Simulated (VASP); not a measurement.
A run of VASP 6.6.1:

File INCAR:

```
  PREC = Accurate
  ENCUT = 520
  EDIFF = 1E-7
  ISMEAR = -1
  SIGMA = 0.1
  LREAL = False
  LASPH = True
  NELM = 60
  ALGO = Normal
  ISIF = 2
  LWAVE = False
  LCHARG = False
  GGA = PE
  NBANDS = 15
```

Contents of KPOINTS:

```
regular mesh
0
Gamma
  8 8 8
```

POSCAR

```
CaO
1.0
    0.0000000000      2.4150000000      2.4150000000
    2.4150000000      0.0000000000      2.4150000000
    2.4150000000      2.4150000000      0.0000000000
Ca O
1 1
Direct
   -0.0041407867      0.0041407867      0.0041407867
    0.5000000000      0.5000000000      0.5000000000
```

Potentials or basis: VASP PAW PBE potentials, release 64 (Ca_sv, O).

Launch:

```console
$ cat potpaw_PBE.64/Ca_sv/POTCAR potpaw_PBE.64/O/POTCAR > POTCAR
$ mpirun -np 1 vasp_std > vasp.out
```

Hardware: 1 thread of Intel(R) Xeon(R) 6975P-C (Granite Rapids), on a shared host.

Problem. How long does it take, and how much memory?

Solution. Run time: 12 s on 1 thread of Intel(R) Xeon(R) 6975P-C (Granite Rapids) (shared host), peak memory 0.17 GiB. Counts: scf iterations 13, k points 59.
